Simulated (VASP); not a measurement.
# Te2Mo in VASP: notebook

The runs below take Te2Mo through single point, with LDA, revPBE+D4.

Program: VASP 6.6.1. These are calculated values, not measurements. Logs are shortened: lines on timing, memory, paths and dates and some standing lists are left out, and cuts for length are marked.

**1. The cell of the first run**

The cell holds a slab with vacuum, 6 atoms: a = 6.362 Å, b = 3.480 Å, c = 36.176 Å, α = 90.00°, β = 90.14°, γ = 90.00°.

**2. Single point, LDA**

File INCAR:

```
SYSTEM = Te2Mo
PREC = Accurate
ENCUT = 520
EDIFF = 1E-7
ISMEAR = -1
SIGMA = 0.05
LREAL = .False.
LASPH = .True.
NELM = 100
ALGO = Normal
ISIF = 2
LWAVE = .False.
LCHARG = .False.
NBANDS = 35
```

File KPOINTS:

```
Automatic mesh
0
Gamma
  4 8 1
  0 0 0
```

File POSCAR:

```
Te2Mo
1.0
    6.3616090156      0.0000000000      0.0000000000
    0.0000000000      3.4804030600      0.0000000000
   -0.0857412231      0.0000000000     36.1758904685
Te Mo
4 2
Direct
    0.4292511000      0.7500000000      0.5407035800
    0.5707489000      0.2500000000      0.4592964200
    0.9208478700      0.2500000000      0.5565273200
    0.0791521300      0.7500000000      0.4434726800
    0.1813475600      0.2500000000      0.4974653700
    0.8186524400      0.7500000000      0.5025346300
```

Potentials or basis: VASP PAW LDA potentials, release 64 (Te, Mo_sv).

The run is started by

```
cat potpaw_LDA.64/Te/POTCAR potpaw_LDA.64/Mo_sv/POTCAR > POTCAR
mpirun -np 1 vasp_std > vasp.out
```

OUTCAR:

```text
SYSTEM = Te2Mo
   PREC = Accurate
   ENCUT = 520
   EDIFF = 1E-7
   ISMEAR = -1
   LREAL = .False.
   LASPH = .True.
   NELM = 100
   ISIF = 2

 ion  position               nearest neighbor table
   1  0.429  0.750  0.541-   5 2.82   5 2.82   6 2.84   2 3.54   2 3.54   3 3.62   3 3.62
   2  0.571  0.250  0.459-   6 2.82   6 2.82   5 2.84   1 3.54   1 3.54   4 3.62   4 3.62
   3  0.921  0.250  0.557-   6 2.69   6 2.69   5 2.71   1 3.62   1 3.62
   4  0.079  0.750  0.443-   5 2.69   5 2.69   6 2.71   2 3.62   2 3.62
   5  0.181  0.250  0.497-   4 2.69   4 2.69   3 2.71   1 2.82   1 2.82   2 2.84   6 2.90   6 2.90

   6  0.819  0.750  0.503-   3 2.69   3 2.69   4 2.71   2 2.82   2 2.82   1 2.84   5 2.90   5 2.90

  LATTYP: Found a simple monoclinic cell.
 ALAT       =     6.3616090156
 B/A-ratio  =     0.5470947761
 C/A-ratio  =     5.6866104138
 COS(beta)  =    -0.0023701139

  Lattice vectors:

 A1 = (   6.3616090156,   0.0000000000,   0.0000000000)
 A2 = (   0.0000000000,   3.4804030600,   0.0000000000)
 A3 = (  -0.0857412231,   0.0000000000,  36.1758904685)

Analysis of symmetry for initial positions (statically):
=====================================================================
 Subroutine PRICEL returns:
 Original cell was already a primitive cell.

 Routine SETGRP: Setting up the symmetry group for a
 simple monoclinic supercell.

 Subroutine GETGRP returns: Found  4 space group operations
 (whereof  2 operations were pure point group operations)
 out of a pool of  4 trial point group operations.

The static configuration has the point symmetry S_2 .
 The point group associated with its full space group is C_2h.

Analysis of symmetry for dynamics (positions and initial velocities):
=====================================================================
 Subroutine PRICEL returns:
 Original cell was already a primitive cell.

 Routine SETGRP: Setting up the symmetry group for a
 simple monoclinic supercell.

 Subroutine GETGRP returns: Found  4 space group operations
 (whereof  2 operations were pure point group operations)
 out of a pool of  4 trial point group operations.

The dynamic configuration has the point symmetry S_2 .
 The point group associated with its full space group is C_2h.

 Subroutine INISYM returns: Found  4 space group operations
[... 93 lines left out ...]
   ENCUT  =  520.0 eV  38.22 Ry    6.18 a.u.  11.83  6.47 67.26*2*pi/ulx,y,z
   NELM   =    100;   NELMIN=  2; NELMDL= -5     # of ELM steps
   EDIFF  = 0.1E-06   stopping-criterion for ELM
   LREAL  =      F    real-space projection
   EDIFFG = 0.1E-05   stopping-criterion for IOM
   NSW    =      0    number of steps for IOM
   IBRION =     -1    ionic relax: 0-MD 1-quasi-New 2-CG
   NFREE  =      0    steps in history (QN), initial steepest desc. (CG)
   ISIF   =      2    stress and relaxation
   ISYM   =      2    0-nonsym 1-usesym 2-fastsym
   POTIM  = 0.5000    time-step for ionic-motion
   TEBEG  =    0.0;   TEEND  =   0.0 temperature during run
   PSTRESS=    0.0 pullay stress
   NELECT =      52.0000    total number of electrons
   NUPDOWN=      -1.0000    fix difference up-down
   EMIN   =  10.00;   EMAX   =-10.00  energy-range for DOS
   EFERMI =   0.00;   METHOD = LEGACY
   ISMEAR =    -1;   SIGMA  =   0.05  broadening in eV -4-tet -1-fermi 0-gaus
   EFERMI_NEDOS =   21; number of points for ismear=-14 and -15
   IALGO  =     38    algorithm
   IMIX   =      4    mixing-type and parameters
     AMIX     =   0.40;   BMIX     =  1.00
     AMIX_MAG =   1.60;   BMIX_MAG =  1.00
  volume/ion in A,a.u.               =     133.49       900.87
  Fermi-wavevector in a.u.,A,eV,Ry     =   0.657967  1.243377  5.890240  0.432920
  Thomas-Fermi vector in A             =   1.729641
   LORBIT       =      0    0 simple, 1 ext, 2 COOP (PROOUT), +10 PAW based schemes
   GGA     = CA    functional components
   LHFCALC =     F    Hartree Fock is set to
   AEXX    =    0.0000 exact exchange contribution
   IVDW    =     0    specifies the selected vdW correction
   LEPSILON=     F    determine dielectric tensor
   LRPA    =     F    only Hartree local field effects (RPA)
 non-spin polarized calculation
  energy-cutoff  :      520.00
  volume of cell :      800.97
 maximum number of plane-waves:     21707
 NGX is ok and might be reduce to    48
   NGX = 23   NGY = 13   NGZ =135

 number of electron      51.9999996 magnetization

 Free energy of the ion-electron system (eV)
  ---------------------------------------------------
  ext. energy  EPLUGINS =         0.00000000
  ---------------------------------------------------
  free energy    TOTEN  =       -40.73191369 eV

  energy without entropy =      -40.72300635  energy(sigma->0) =      -40.72746002

 E-fermi :  -2.4572     XC(G=0):  -2.3456

 val. band max:       -2.6007218478   @ k =   0.0000   0.1250   0.0000
 cond. band min:      -2.4517948429   @ k =   0.0000   0.1250   0.0000
 fundamental gap:      0.1489270049
 Fermi energy:        -2.4572184986

 k-point     1 :       0.0000    0.0000    0.0000
  band No.  band energies     occupation
      1     -63.1043      2.00000
      2     -63.0453      2.00000
      3     -37.5369      2.00000
      4     -37.4854      2.00000
      5     -37.4281      2.00000
      6     -37.3202      2.00000
[... 559 lines left out ...]
     34       0.9910      0.00000
     35       2.0439      0.00000

------------------------ aborting loop because EDIFF is reached ----------------------------------------

  FORCE on cell =-STRESS in cart. coord.  units (eV):
  Direction    XX          YY          ZZ          XY          YZ          ZX
  --------------------------------------------------------------------------------------
  -------------------------------------------------------------------------------------
  Total       -4.6606230     -5.0803496     -2.8842444      0.0000000      0.0000000      0.0232901
  in kB       -9.3226379    -10.1622163     -5.7693501      0.0000000      0.0000000      0.0465872
  external PRESSURE =      -8.4180681 kB  Pullay stress =       0.0000000 kB

 VOLUME and BASIS-vectors are now :
 -----------------------------------------------------------------------------
  energy-cutoff  :      520.00
  volume of cell :      800.97
      direct lattice vectors                 reciprocal lattice vectors
     6.361609016  0.000000000  0.000000000     0.157192936  0.000000000  0.000372566
     0.000000000  3.480403060  0.000000000     0.000000000  0.287323044  0.000000000
    -0.085741223  0.000000000 36.175890469     0.000000000  0.000000000  0.027642720

 POSITION                                       TOTAL-FORCE (eV/Angst)
 -----------------------------------------------------------------------------------
      2.68437      2.61030     19.56043         0.011034     -0.000000     -0.373928
      3.59150      0.87010     16.61546        -0.011034      0.000000      0.373928
      5.81036      0.87010     20.13287        -0.004107      0.000000     -0.430261
      0.46551      2.61030     16.04302         0.004107     -0.000000      0.430261
      1.11101      0.87010     17.99625        -0.039909     -0.000000     -0.010783
      5.16486      2.61030     18.17964         0.039909     -0.000000      0.010783
 -----------------------------------------------------------------------------------
    total drift:                                0.000000     -0.000000     -0.000000

  FREE ENERGIE OF THE ION-ELECTRON SYSTEM (eV)
  ---------------------------------------------------
  free  energy   TOTEN  =       -40.7319136872 eV

  energy  without entropy=      -40.7230063466  energy(sigma->0) =      -40.72746002
```

Wall time 8.9 min (1 thread of AMD EPYC 9R45 (Zen 5), shared host); peak memory 0.73 GiB.

What came out:

* Free energy: -40.7319 eV
* Largest force: 0.430 eV/Å
* Band gap on the k mesh: zero (bands 26 and 27 overlap by 0.18 eV)

Forces on the atoms (eV/Å):
```
Te   0.011  0.000 -0.374
Te  -0.011  0.000  0.374
Te  -0.004  0.000 -0.430
Te   0.004  0.000  0.430
Mo  -0.040  0.000 -0.011
Mo   0.040  0.000  0.011
```

Caveat: spin-orbit coupling is left out, which moves the levels of the heavy elements.

**3. Single point, revPBE+D4**

This run uses another cell than the first one.

INCAR: that of step 2 with these lines changed.

```diff
@@ -8,3 +8,3 @@
 LASPH = .True.
-NELM = 100
+NELM = 60
 ALGO = Normal
@@ -13,2 +13,4 @@
 LCHARG = .False.
+GGA = RE
+IVDW = 13
 NBANDS = 35
```

File KPOINTS:

```
regular mesh
0
Gamma
  4 8 1
  0 0 0
```

POSCAR: that of step 2 with these lines changed.

```diff
@@ -2,5 +2,5 @@
 1.0
-    6.3616090156      0.0000000000      0.0000000000
-    0.0000000000      3.4804030600      0.0000000000
-   -0.0857412231      0.0000000000     36.1758904685
+    6.4863781235      0.0000000000      0.0000000000
+    0.0000000000      3.5486635872      0.0000000000
+   -0.0874228505      0.0000000000     36.8854017842
 Te Mo
```

Potentials or basis: VASP PAW PBE potentials, release 64 (Te, Mo_sv).

The run is started by

```
cat potpaw_PBE.64/Te/POTCAR potpaw_PBE.64/Mo_sv/POTCAR > POTCAR
mpirun -np 1 vasp_std > vasp.out
```

Wall time 13 min (1 thread of AMD EPYC 7R13 (Zen 3), shared host); peak memory 0.93 GiB.

The run converged. Its results:

* Free energy: -37.8394 eV
* Largest force: 0.771 eV/Å
* Band gap on the k mesh: zero (bands 26 and 27 overlap by 0.13 eV)
* Dispersion energy per atom: -0.659 eV

Forces in eV/Å, atoms in the order of the input:
```
Te  -0.017  0.000 -0.548
Te   0.017  0.000  0.548
Te   0.012  0.000 -0.771
Te  -0.012  0.000  0.771
Mo  -0.085  0.000 -0.028
Mo   0.085  0.000  0.028
```

Levels at points of the mesh, in eV from the Fermi level:
```
           k point  band 23  band 24  band 25  band 26  band 27  band 28  band 29  band 30
(0.00, 0.00, 0.00)    -0.86    -0.57    -0.28     0.13     0.62     0.96     1.60     2.03
(0.50, 0.00, 0.00)    -1.16    -0.76    -0.71    -0.63     0.14     0.95     1.41     1.69
(0.00, 0.50, 0.00)    -1.52    -1.52    -1.31    -1.31     1.10     1.10     1.37     1.37
(0.50, 0.50, 0.00)    -1.62    -1.62    -0.81    -0.81     1.02     1.02     1.80     1.80
```

Caveat: the PAW data sets were made with another functional, which shifts forces and pressure a little; spin-orbit coupling is left out, which moves the levels of the heavy elements.
